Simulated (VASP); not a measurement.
# B2P (Imma) in VASP: notebook, part 2 of 2

VASP 6.6.1.

**3. Relaxation of cell and atoms, PBE**

The input, INCAR:

```
PREC = Accurate ; ENCUT = 600
EDIFF = 1E-6 ; ISMEAR = 0
SIGMA = 0.1 ; LREAL = False
LASPH = True ; NELM = 100
ALGO = Normal ; ISIF = 3
LWAVE = False ; LCHARG = False
GGA = PE ; IBRION = 2
NSW = 90 ; EDIFFG = -0.04
```

The input, KPOINTS:

```
regular mesh
0
Gamma
  6 6 6
```

The input, POSCAR:

```
B2P
1.0
   -2.6802412500      3.5196195500      1.8841103800
    2.6802412500     -3.5196195500      1.8841103800
    2.6802412500      3.5196195500     -1.8841103800
B P
4 2
Direct
    0.8824558900      0.8059440100      0.0765118800
    0.2294321300      0.8059440100      0.4234881200
    0.1175441100      0.1940559900      0.9234881200
    0.7705678700      0.1940559900      0.5765118800
    0.0000000000      0.5000000000      0.0000000000
    0.0000000000      0.0000000000      0.5000000000
```

Potentials or basis: VASP PAW PBE potentials, release 64 (B, P).

The run is started by

```console
$ cat potpaw_PBE.64/B/POTCAR potpaw_PBE.64/P/POTCAR > POTCAR
$ mpirun -np 1 vasp_std > vasp.out
```

OUTCAR:

```text
PREC = Accurate
   ENCUT = 600
   EDIFF = 1E-6
   ISMEAR = 0
   LREAL = False
   LASPH = True
   NELM = 100
   ISIF = 3
   GGA = PE
   IBRION = 2
   NSW = 90
   EDIFFG = -0.04

 ion  position               nearest neighbor table
   1  0.882  0.806  0.077-   3 1.82   5 1.83   6 1.83
   2  0.229  0.806  0.423-   4 1.82   5 1.83   6 1.83
   3  0.118  0.194  0.923-   1 1.82   5 1.83   6 1.83
   4  0.771  0.194  0.577-   2 1.82   5 1.83   6 1.83
   5  0.000  0.500  0.000-   1 1.83   3 1.83   2 1.83   4 1.83   6 2.68   6 2.68
   6  0.000  0.000  0.500-   1 1.83   3 1.83   2 1.83   4 1.83   5 2.68   5 2.68

  LATTYP: Found a body centered orthorhombic cell.
 ALAT       =     3.7682207600
 B/A-ratio  =     1.4225500154
 C/A-ratio  =     1.8680537974

  Lattice vectors:

 A1 = (   2.6802412500,  -3.5196195500,   1.8841103800)
 A2 = (  -2.6802412500,  -3.5196195500,  -1.8841103800)
 A3 = (   2.6802412500,   3.5196195500,  -1.8841103800)

Analysis of symmetry for initial positions (statically):
=====================================================================
 Subroutine PRICEL returns:
 Original cell was already a primitive cell.

 Routine SETGRP: Setting up the symmetry group for a
 body centered orthorhombic supercell.

 Subroutine GETGRP returns: Found  8 space group operations
 (whereof  4 operations were pure point group operations)
 out of a pool of  8 trial point group operations.

The static configuration has the point symmetry C_2h.
 The point group associated with its full space group is D_2h.

Analysis of symmetry for dynamics (positions and initial velocities):
=====================================================================
 Subroutine PRICEL returns:
 Original cell was already a primitive cell.

 Routine SETGRP: Setting up the symmetry group for a
 body centered orthorhombic supercell.

 Subroutine GETGRP returns: Found  8 space group operations
 (whereof  4 operations were pure point group operations)
 out of a pool of  8 trial point group operations.

The dynamic configuration has the point symmetry C_2h.
[... 158 lines left out ...]
  energy without entropy =      -30.43365944  energy(sigma->0) =      -30.43956375

------------------------ aborting loop because EDIFF is reached ----------------------------------------

  FORCE on cell =-STRESS in cart. coord.  units (eV):
  Direction    XX          YY          ZZ          XY          YZ          ZX
  --------------------------------------------------------------------------------------
  -------------------------------------------------------------------------------------
  Total       26.5441989      8.0679011     -8.1184790      0.0000000     -0.0000000      0.0000000
  in kB      598.1970460    181.8173015   -182.9571180      0.0000000     -0.0000000      0.0000000
  external PRESSURE =     199.0190765 kB  Pullay stress =       0.0000000 kB
[... 27 lines left out ...]
--------------------------------------- Ionic step        2  -------------------------------------------

 number of electron      22.0000001 magnetization

 E-fermi :   3.7271     XC(G=0):  -9.7578

 val. band max:        3.6967822270   @ k =   0.5000   0.3333  -0.0000
 cond. band min:       3.7274112548   @ k =   0.5000   0.5000   0.3333
 fundamental gap:      0.0306290279
 Fermi energy:         3.7271318951

 k-point     1 :       0.0000    0.0000    0.0000
  band No.  band energies     occupation
      1      -9.3430      2.00000
      2      -5.9203      2.00000
      3      -4.3960      2.00000
      4      -3.6175      2.00000
      5      -2.1540      2.00000
      6      -1.9349      2.00000
      7      -0.7110      2.00000
      8       1.1605      2.00000
      9       2.6534      2.00000
     10       3.5501      1.98770
     11       3.6802      1.49299
     12       4.8406      0.00000
     13       5.7777      0.00000
     14       6.2971      0.00000
[... 488 lines left out ...]
  FREE ENERGIE OF THE ION-ELECTRON SYSTEM (eV)
  ---------------------------------------------------
  free  energy   TOTEN  =       -32.3082908011 eV

  energy  without entropy=      -32.2983824068  energy(sigma->0) =      -32.30333660

[... ionic steps 4 to 14 ...]

--------------------------------------- Ionic step       15  -------------------------------------------

 number of electron      22.0000001 magnetization

------------------------ aborting loop because EDIFF is reached ----------------------------------------
[... 75 lines left out ...]
--------------------------------------- Ionic step       17  -------------------------------------------

 number of electron      22.0000001 magnetization

 Free energy of the ion-electron system (eV)
  ---------------------------------------------------
  ext. energy  EPLUGINS =         0.00000000
  ---------------------------------------------------
  free energy    TOTEN  =       -35.07672206 eV

  energy without entropy =      -35.06940799  energy(sigma->0) =      -35.07306503

 E-fermi :   6.7788     XC(G=0): -11.0566

 val. band max:        6.7781585435   @ k =   0.3333  -0.3333   0.3333
 cond. band min:       6.8287004885   @ k =  -0.1667   0.5000   0.1667
 fundamental gap:      0.0505419450
 Fermi energy:         6.7787919601

 k-point     1 :       0.0000    0.0000    0.0000
  band No.  band energies     occupation
      1      -8.4692      2.00000
      2      -3.9335      2.00000
      3      -2.3862      2.00000
      4      -2.1292      2.00000
      5      -0.7554      2.00000
      6       2.1507      2.00000
      7       2.2078      2.00000
      8       2.6189      2.00000
      9       5.0179      2.00000
     10       5.1466      2.00000
     11       8.0150      0.00000
     12       8.1284      0.00000
     13       8.9532      0.00000
     14      12.0410      0.00000
[... 448 lines left out ...]
  FREE ENERGIE OF THE ION-ELECTRON SYSTEM (eV)
  ---------------------------------------------------
  free  energy   TOTEN  =       -35.0767220626 eV

  energy  without entropy=      -35.0694079925  energy(sigma->0) =      -35.07306503

 reached required accuracy - stopping structural energy minimisation
```

OSZICAR:

```text
N       E                     dE             d eps       ncg     rms          rms(c)
DAV:   1     0.752624544034E+02    0.75262E+02   -0.10936E+04  1380   0.145E+03
DAV:   2    -0.280576268209E+02   -0.10332E+03   -0.10159E+03  1882   0.219E+02
[... 150 lines left out ...]
  16 F= -.35076619E+02 E0= -.35073059E+02  d E =-.370639E-03
       N       E                     dE             d eps       ncg     rms          rms(c)
DAV:   1    -0.350767926730E+02   -0.17355E-03   -0.62750E-03  1422   0.576E-01    0.446E-02
DAV:   2    -0.350767447953E+02    0.47878E-04   -0.19254E-04  1926   0.105E-01    0.243E-02
DAV:   3    -0.350767217339E+02    0.23061E-04   -0.58654E-05  1611   0.502E-02    0.307E-03
DAV:   4    -0.350767220626E+02   -0.32870E-06   -0.55586E-06  1471   0.166E-02
  17 F= -.35076722E+02 E0= -.35073065E+02  d E =-.473623E-03
```

CONTCAR:

```text
B2P
   1.00000000000000
    -3.1651961759159497    3.3448874459663553    1.5032096169954299
     3.1651961759159497   -3.3448874459663553    1.5032096169954299
     3.1651961759159497    3.3448874459663553   -1.5032096169954299
  B               P
     4     2
Direct
     0.8065064267802111    0.7500484708869383    0.0564579558932659
     0.1935905149936722    0.7500484708869383    0.4435420441067339
     0.1934935732197889    0.2499515291130618    0.9435420441067344
     0.8064094850063280    0.2499515291130618    0.5564579558932656
     0.0000000000000000    0.5000000000000000    0.0000000000000000
     0.0000000000000000    0.0000000000000000    0.5000000000000000

  0.00000000E+00  0.00000000E+00  0.00000000E+00
  0.00000000E+00  0.00000000E+00  0.00000000E+00
  0.00000000E+00  0.00000000E+00  0.00000000E+00
  0.00000000E+00  0.00000000E+00  0.00000000E+00
  0.00000000E+00  0.00000000E+00  0.00000000E+00
  0.00000000E+00  0.00000000E+00  0.00000000E+00
```

Wall time 4.8 min (1 thread of Intel Xeon 6975P-C (Granite Rapids), shared host); peak memory 0.26 GiB.

Results:

```yaml
Free_energy: -35.0767 eV
Relaxed_volume: 10.61 Å³/atom
Relaxed_cell: a = 4.844 Å, b = 4.844 Å, c = 4.844 Å, α = 98.40°, β = 92.66°, γ = 143.84°
Space_group_after_relaxing_to_0.1_Å: Cmmm (No. 65)
Energy_gained_by_relaxing: 771.9 meV/atom
Ionic_steps: 17
Pressure_after_relaxing: -0.1 GPa
Largest_force_after_relaxing: 0.008 eV/Å
Band_gap_on_the_k_mesh: zero (bands 11 and 12 overlap by 4.01 eV)
```

Forces on the atoms (eV/Å):
```
B    0.000  0.004 -0.007
B    0.000 -0.004 -0.007
B    0.000 -0.004  0.007
B    0.000  0.004  0.007
P    0.000  0.000  0.000
P    0.000  0.000  0.000
```

Stress tensor (GPa, compression positive):
```
-0.19  0.00  0.00
 0.00 -0.05  0.00
 0.00  0.00 -0.20
```

The path:
```csv
step,energy change (eV),largest force (eV/Å),pressure (GPa),volume (Å³)
1,0.0000,3.1445,19.90,71.09
2,-0.2582,5.8646,-13.19,85.87
3,-1.8628,1.2855,-6.47,78.33
4,-2.5725,1.4994,-7.81,74.73
5,-3.5298,2.2974,-5.92,64.43
6,-4.0157,0.7413,-0.18,60.55
7,-4.0159,0.6973,0.05,60.46
8,-4.1282,0.8054,0.88,60.68
9,-4.4908,0.6518,3.24,61.22
10,-4.2527,1.1552,6.75,61.72
11,-4.5948,0.2423,4.98,61.47
12,-4.6012,0.3501,-3.00,65.20
13,-4.6288,0.0879,0.54,63.40
14,-4.6306,0.1088,-0.23,63.70
15,-4.6308,0.0707,-0.06,63.63
16,-4.6312,0.0427,-0.18,63.67
17,-4.6313,0.0080,-0.15,63.66
```

Final structure:
```
B P
1.0
    -3.16520    3.34489    1.50321
     3.16520   -3.34489    1.50321
     3.16520    3.34489   -1.50321
B P
4 2
Direct
  0.80651 0.75005 0.05646
  0.19359 0.75005 0.44354
  0.19349 0.24995 0.94354
  0.80641 0.24995 0.55646
  0.00000 0.50000 0.00000
  0.00000 0.00000 0.50000
```
